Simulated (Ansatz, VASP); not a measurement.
MgC2: VASP beside Ansatz

```
Mg C
1.0
     3.95078    0.00000    0.00000
     0.00000    3.95078    0.00000
     0.00000    0.00000    4.93722
Mg C
2 4
Cartesian
  0.0000 0.0000 2.4686
  1.9754 1.9754 0.0000
  1.5315 2.4192 2.4686
  0.4439 0.4439 0.0000
  2.4192 1.5315 2.4686
  3.5069 3.5069 0.0000
```

Alike in both runs: task single point; functional PBE; k mesh 5 × 5 × 5; occupations fermi-dirac, width 0.05 eV; no spin polarisation.

```csv
,VASP,Ansatz
version,VASP 6.6.1,Ansatz 0.2.0
potentials or method,"VASP PAW PBE potentials, release 64 (Mg, C)",Ansatz PAW
plane-wave cutoff (eV),520,420
valence electrons in the cell,20,36
```

Ansatz gave:

- gap on the k mesh at the Fermi level (eV): 2.60
- least direct gap on the mesh (eV): 2.91
- pressure (GPa): 0.2
- traceless stress, the component that is largest in VASP (GPa): 0.79
- rms of the force components (eV/Å): 0.065

Problem. Estimate VASP's values.

Solution. gap on the k mesh at the Fermi level (eV): 2.60; least direct gap on the mesh (eV): 2.91; pressure (GPa): 0.2; traceless stress, the component that is largest in VASP (GPa): 0.59; rms of the force components (eV/Å): 0.002.

Atom by atom the forces differ by 0.063 eV/Å (rms over components). With one functional, cell and mesh, what is left measures potentials, basis and numerics. VASP's potentials hold 20 valence electrons a cell and Ansatz's 36, so a difference there can come from the potentials and not from the codes.

Noted on Ansatz's run: odd divisions of the mesh miss points on the zone boundary, where band edges often lie, so the gap on the mesh can be too wide.
